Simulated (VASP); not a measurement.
A run of VASP 6.6.1 is set up as follows.

The input POSCAR:

```
Ti
1.0
   -1.6355300000      1.6355300000      1.6410000000
    1.6355300000     -1.6355300000      1.6410000000
    1.6464700000      1.6464700000     -1.6410000000
Ti
1
Direct
    0.0000000000      0.0000000000      0.0000000000
```

The input INCAR.step1:

```
SYSTEM = Ti
PREC = Accurate
ENCUT = 520
ISMEAR = -1
SIGMA = 0.1
LREAL = .FALSE.
LASPH = .TRUE.
NELM = 60
NBANDS = 12
GGA = PE
ALGO = Normal
EDIFF = 1E-4
LWAVE = .TRUE.
LCHARG = .FALSE.
```

INCAR.step2

```
SYSTEM = Ti
PREC = Accurate
ENCUT = 520
EDIFF = 1E-7
ISMEAR = -1
SIGMA = 0.1
LREAL = .FALSE.
LASPH = .TRUE.
NELM = 60
ALGO = Normal
ISIF = 2
LWAVE = .FALSE.
LCHARG = .FALSE.
METAGGA = R2SCAN
LMIXTAU = .TRUE.
NBANDS = 12
ISTART = 1
```

File KPOINTS:

```
regular mesh
0
G
  15 15 15
  0 0 0
```

Potentials or basis: VASP PAW PBE potentials, release 64 (Ti_sv).

The run is started by

```bash
$ cat potpaw_PBE.64/Ti_sv/POTCAR > POTCAR
$ cp INCAR.step1 INCAR
$ mpirun -np 1 vasp_std > vasp.out
$ cp INCAR.step2 INCAR
$ mpirun -np 1 vasp_std > vasp.out
```

**Question.** Estimate the band gap on the k mesh.

**Answer.** Zero (bands 6 and 7 overlap by 1.76 eV).

**Question.** Predict the pressure.

**Answer.** -2.1 GPa.

Stress tensor (GPa, compression positive):
```
-2.11 -0.28  0.00
-0.28 -2.11  0.00
 0.00  0.00 -2.10
```

Caveat: the PAW data sets were made with another functional, which shifts forces and pressure a little.
